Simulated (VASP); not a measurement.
Runs of VASP 6.6.1 on LiH. The structure is that of space group I4/mmm (No. 139), or close to it. The cells are those of the table. 

| cell | gap on the mesh (eV) |
| --- | --- |
| a = 2.822, b = 2.822, c = 2.989 Å, angles 58.0, 58.0, 64.0°, 2 atoms | (a) |
| a = 2.884, b = 2.884, c = 3.104 Å, angles 57.4, 57.4, 65.1°, 2 atoms | 1.78 |
| a = 2.762, b = 2.762, c = 2.874 Å, angles 58.6, 58.6, 62.7°, 2 atoms | 2.17 |
| a = 2.884, b = 2.884, c = 2.644 Å, angles 62.7, 62.7, 54.6°, 2 atoms | (b) |
| a = 2.877, b = 2.877, c = 2.989 Å, angles 58.7, 58.7, 62.6°, 2 atoms | 2.34 |

Alike in all rows: task single point; level PBE; potentials or basis VASP PAW PBE potentials, release 64 (Li_sv, H); no spin polarisation; k mesh 10 × 10 × 10; cutoff (eV) 520; smearing gaussian 0.05 eV.

Question: Fill in the values left out.

Answer: (a) 1.94; (b) 1.23.

A k mesh can miss the band edges.
